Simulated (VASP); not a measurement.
Wanted: the native input for a VASP 6.6.1 run.

| Quantity | Value |
| --- | --- |
| Task | single point |
| Functional | HSE06 |
| Potentials or basis | VASP PAW PBE potentials, release 64 (Ag, Cl) |
| Cutoff | 520 eV |
| k mesh | 4 × 4 × 4 |
| Occupations | gaussian, width 0.01 eV |
| Spin | no spin polarisation |
| Dipole correction | no |
| Grid for exact exchange (PRECFOCK) | Normal |
| Further INCAR settings | ALGO = Normal; EDIFF = 1e-06; NBANDS = 16 |
| Screening parameter | 0.2079 1/Å |

The system is AgCl.

```
Ag Cl
1.0
     3.39559    0.00000    0.00000
     0.00000    3.39559    0.00000
     0.00000    0.00000    3.39559
Ag Cl
1 1
Direct
  0.00000 0.00000 0.00000
  0.50000 0.50000 0.50000
```

The input as run:

POSCAR

```
AgCl
1.0
    3.3955880382      0.0000000000      0.0000000000
    0.0000000000      3.3955880382      0.0000000000
    0.0000000000      0.0000000000      3.3955880382
Ag Cl
1 1
Direct
    0.0000000000      0.0000000000      0.0000000000
    0.5000000000      0.5000000000      0.5000000000
```

INCAR.step1

```
SYSTEM = AgCl
  ALGO = Normal
  EDIFF = 1E-5
  ENCUT = 520
  GGA = PE
  ISIF = 2
  ISMEAR = 0
  LASPH = .True.
  LCHARG = .False.
  LREAL = .False.
  LWAVE = .True.
  NBANDS = 16
  NELM = 100
  PREC = Accurate
  SIGMA = 0.01
```

INCAR.step2

```
SYSTEM = AgCl
  ALGO = Normal
  EDIFF = 1E-6
  ENCUT = 520
  GGA = PE
  HFSCREEN = 0.2079
  ISIF = 2
  ISMEAR = 0
  ISTART = 1
  LASPH = .True.
  LCHARG = .False.
  LHFCALC = .True.
  LREAL = .False.
  LWAVE = .False.
  NBANDS = 16
  NELM = 100
  PREC = Accurate
  PRECFOCK = Normal
  SIGMA = 0.01
```

KPOINTS

```
k-points
0
Gamma
  4 4 4
  0 0 0
```

Potentials or basis: VASP PAW PBE potentials, release 64 (Ag, Cl).

Run with:

```bash
$ cat potpaw_PBE.64/Ag/POTCAR potpaw_PBE.64/Cl/POTCAR > POTCAR
$ cp INCAR.step1 INCAR
$ mpirun -np 1 vasp_std > vasp.out
$ cp INCAR.step2 INCAR
$ mpirun -np 1 vasp_std > vasp.out
```

Results of the run:

```json
{
 "Pressure": "1.3 GPa",
 "Band gap on the k mesh": "2.01 eV, indirect (least direct gap 3.58 eV)"
}
```

Caveat: the k points lie up to 0.46 Å⁻¹ apart; the PAW data sets were made with another functional, which shifts forces and pressure a little.

It took 7.2 min on 1 thread of Oxide Virtual Turin-like Processor (shared host), peak memory 0.24 GiB.
